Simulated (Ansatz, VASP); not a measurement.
## InP: VASP beside Ansatz

File INCAR:

```
SYSTEM = InP
PREC = Accurate ; ENCUT = 520
EDIFF = 1E-6 ; ISMEAR = 0
SIGMA = 0.05 ; LREAL = .False.
LASPH = .True. ; NELM = 80
ALGO = Normal ; ISIF = 2
LWAVE = .False. ; LCHARG = .True.
LELF = .True. ; LVHAR = .True.
NBANDS = 16
```

The input KPOINTS:

```
regular mesh
0
Gamma
  12 12 12
  0 0 0
```

POSCAR

```
InP
1.0
    0.0000000000      3.3467778082      2.7899114773
    2.7899114773      0.0000000000      2.7899114773
    2.7899114773      3.3467778082      0.0000000000
In P
1 1
Direct
    0.0000000000      0.0000000000      0.0000000000
    0.7500000000      0.7500000000      0.7500000000
```

Input for Ansatz:

```yaml
crystal:
  lattice:
    - [0.0, 3.3467778082, 2.7899114773]
    - [2.7899114773, 0.0, 2.7899114773]
    - [2.7899114773, 3.3467778082, 0.0]
  atoms:
    - { symbol: In, position: [0.0, 0.0, 0.0] }
    - { symbol: P, position: [0.75, 0.75, 0.75] }
basis:
  ecutwfc: 420
kpoints:
  mp_grid: { grid: [12, 12, 12] }
hamiltonian:
  xc: lda
  pseudopotentials: { kind: paw, azcp: { folder: soft_1 } }
scf:
  occupations: { method: gaussian, width: 0.05 }
output:
  forces: true
  stress: true
  eigenvalues: true
```

Alike in both runs: task single point; functional LDA; k mesh 12 × 12 × 12; occupations gaussian, width 0.05 eV; no spin polarisation.

|  | VASP | Ansatz |
| --- | --- | --- |
| version | VASP 6.6.1 | Ansatz 0.2.0 |
| potentials or method | VASP PAW LDA potentials, release 64 (In_d, P), cutoff 520 eV | scalar-relativistic, plane waves, PAW |
| valence electrons in the cell | 18 | 18 |

```tsv
	VASP	Ansatz	Ansatz less VASP
gap on the k mesh at the Fermi level (eV)	none	none	-
pressure (GPa)	-3.8	-3.8	0.00
traceless stress, the component that is largest in VASP (GPa)	-7.20	-7.20	+0.001
```

Ansatz warns that its potentials were made for another functional, while VASP's fit it. LDA's correlation is that of Perdew and Zunger in VASP and of Perdew and Wang (1992) in Ansatz. A gap of «none» marks a metal or a gap that the smearing closes.
